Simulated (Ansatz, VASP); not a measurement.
Two plane-wave programs on AlGa3N4

Contents of INCAR:

```
SYSTEM = AlGa3N4
  PREC = Accurate
  ENCUT = 520
  EDIFF = 1E-6
  ISMEAR = 0
  SIGMA = 0.05
  LREAL = Auto
  LASPH = .True.
  NELM = 100
  ALGO = Normal
  ISIF = 2
  LWAVE = .False.
  LCHARG = .True.
  GGA = PS
  LELF = .True.
  LVHAR = .True.
  NBANDS = 76
```

The input KPOINTS:

```
regular mesh
0
Gamma
  6 6 3
  0 0 0
```

Contents of POSCAR:

```
AlGa3N4
1.0
    0.0000000000     -4.4676279353      0.0000000000
    0.0000000000      0.0000000000     -4.4676279353
   10.9352558707      0.0000000000      0.0000000000
Al Ga N
2 6 8
Direct
    1.0000000000      1.0000000000      0.6649194633
    1.0000000000      1.0000000000      0.2563667977
    0.5000000000      1.0000000000      0.0520904649
    0.5000000000      1.0000000000      0.4606431305
    1.0000000000      0.5000000000      0.0520904649
    1.0000000000      0.5000000000      0.4606431305
    0.5000000000      0.5000000000      0.6649194633
    0.5000000000      0.5000000000      0.2563667977
    0.2449690796      0.7550309204      0.1562840272
    0.2449690796      0.7550309204      0.5648366928
    0.7550309204      0.2449690796      0.1562840272
    0.7550309204      0.2449690796      0.5648366928
    0.2449690796      0.2449690796      0.7650022338
    0.2449690796      0.2449690796      0.3564495682
    0.7550309204      0.7550309204      0.7650022338
    0.7550309204      0.7550309204      0.3564495682
```

Input for Ansatz:

```yaml
crystal:
  lattice:
    - [0.0, -4.4676279353, 0.0]
    - [0.0, 0.0, -4.4676279353]
    - [10.9352558707, 0.0, 0.0]
  atoms:
    - { symbol: Al, position: [1.0, 1.0, 0.6649194633] }
    - { symbol: Al, position: [1.0, 1.0, 0.2563667977] }
    - { symbol: Ga, position: [0.5, 1.0, 0.0520904649] }
    - { symbol: Ga, position: [0.5, 1.0, 0.4606431305] }
    - { symbol: Ga, position: [1.0, 0.5, 0.0520904649] }
    - { symbol: Ga, position: [1.0, 0.5, 0.4606431305] }
    - { symbol: Ga, position: [0.5, 0.5, 0.6649194633] }
    - { symbol: Ga, position: [0.5, 0.5, 0.2563667977] }
    - { symbol: "N", position: [0.2449690796, 0.7550309204, 0.1562840272] }
    - { symbol: "N", position: [0.2449690796, 0.7550309204, 0.5648366928] }
    - { symbol: "N", position: [0.7550309204, 0.2449690796, 0.1562840272] }
    - { symbol: "N", position: [0.7550309204, 0.2449690796, 0.5648366928] }
    - { symbol: "N", position: [0.2449690796, 0.2449690796, 0.7650022338] }
    - { symbol: "N", position: [0.2449690796, 0.2449690796, 0.3564495682] }
    - { symbol: "N", position: [0.7550309204, 0.7550309204, 0.7650022338] }
    - { symbol: "N", position: [0.7550309204, 0.7550309204, 0.3564495682] }
basis:
  ecutwfc: 420
kpoints:
  mp_grid: { grid: [6, 6, 3] }
hamiltonian:
  xc: pbesol
scf:
  occupations: { method: gaussian, width: 0.05 }
output:
  forces: true
  stress: true
  eigenvalues: true
  write_density: true
  write_potential: true
  elf: true
  volumetric_format: npy
```

Alike in both runs: task single point; functional PBEsol; k mesh 6 × 6 × 3; occupations gaussian, width 0.05 eV; no spin polarisation.

```csv
,VASP,Ansatz
version,VASP 6.6.1,Ansatz 0.2.0
potentials or method,"VASP PAW PBE potentials, release 64 (Al, Ga_d, N), cutoff 520 eV","scalar-relativistic, plane waves, PAW"
valence electrons in the cell,124,124
```

VASP gave:

```
gap on the k mesh at the Fermi level (eV)                     : none
pressure (GPa)                                                : -2.4
traceless stress, the component that is largest in VASP (GPa) : -2.35
rms of the force components (eV/Å)                            : 0.553
```

Question: Which values does Ansatz return?

Answer: gap on the k mesh at the Fermi level (eV): none; pressure (GPa): -2.2; traceless stress, the component that is largest in VASP (GPa): -2.33; rms of the force components (eV/Å): 0.553.

VASP's potentials were made for PBE, not for PBEsol. Atom by atom the forces differ by 0.005 eV/Å (rms over components). A gap of «none» marks a metal or a gap that the smearing closes.
